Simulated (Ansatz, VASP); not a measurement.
## Two plane-wave programs on CuF

INCAR

```
ALGO = Normal ; DIPOL = 0.5 0.5 0.500
EDIFF = 1E-7 ; ENCUT = 520
GGA = PE ; IDIPOL = 3
ISIF = 2 ; ISMEAR = 0
ISPIN = 2 ; LASPH = T
LCHARG = T ; LDIPOL = T
LELF = T ; LMAXMIX = 4
LORBIT = 11 ; LREAL = F
LVACPOTAV = T ; LVHAR = T
LWAVE = F ; MAGMOM = 1 0
NBANDS = 20 ; NELM = 150
PREC = Accurate ; SIGMA = 0.1
```

KPOINTS

```
k-points
0
Gamma
  6 6 1
```

Contents of POSCAR:

```
CuF
1.0
    3.7060250000      0.0000000000      0.0000000000
   -1.8530120000      3.2095120000      0.0000000000
    0.0000000000      0.0000000000     14.0000000000
Cu F
1 1
Direct
    0.6666666700      0.3333333300      0.5000000000
    0.3333333300      0.6666666700      0.5000000000
```

Input for Ansatz:

```yaml
crystal:
  lattice:
    - [3.706025, 0.0, 0.0]
    - [-1.853012, 3.209512, 0.0]
    - [0.0, 0.0, 14.0]
  atoms:
    - { symbol: Cu, position: [0.66666667, 0.33333333, 0.5], spin: 1.0 }
    - { symbol: F, position: [0.33333333, 0.66666667, 0.5] }
  periodic: [true, true, false]
basis:
  ecutwfc: 420
kpoints:
  mp_grid: { grid: [6, 6, 1] }
hamiltonian:
  xc: pbe
scf:
  occupations: { method: gaussian, width: 0.1 }
  lower_state_search: "off"
output:
  forces: true
  stress: true
  eigenvalues: true
  populations: true
magnetization:
  spin_polarized: true
```

Alike in both runs: task single point; functional PBE; k mesh 6 × 6 × 1; occupations gaussian, width 0.1 eV; collinear spin.

|  | VASP | Ansatz |
| --- | --- | --- |
| version | VASP 6.6.1 | Ansatz 0.2.0 |
| potentials or method | VASP PAW PBE potentials, release 64 (Cu, F), cutoff 520 eV | scalar-relativistic, plane waves, PAW |
| valence electrons in the cell | 18 | 26 |

```csv
,VASP,Ansatz,Ansatz less VASP
gap on the k mesh at the Fermi level (eV),none,none,-
net moment per atom (μB),0.00,0.00,0.000
```

A gap of «none» marks a metal or a gap that the smearing closes. VASP's potentials hold 18 valence electrons a cell and Ansatz's 26, so a difference there can come from the potentials and not from the codes. Ansatz's warnings: seeded moment not kept, slab cell height set.
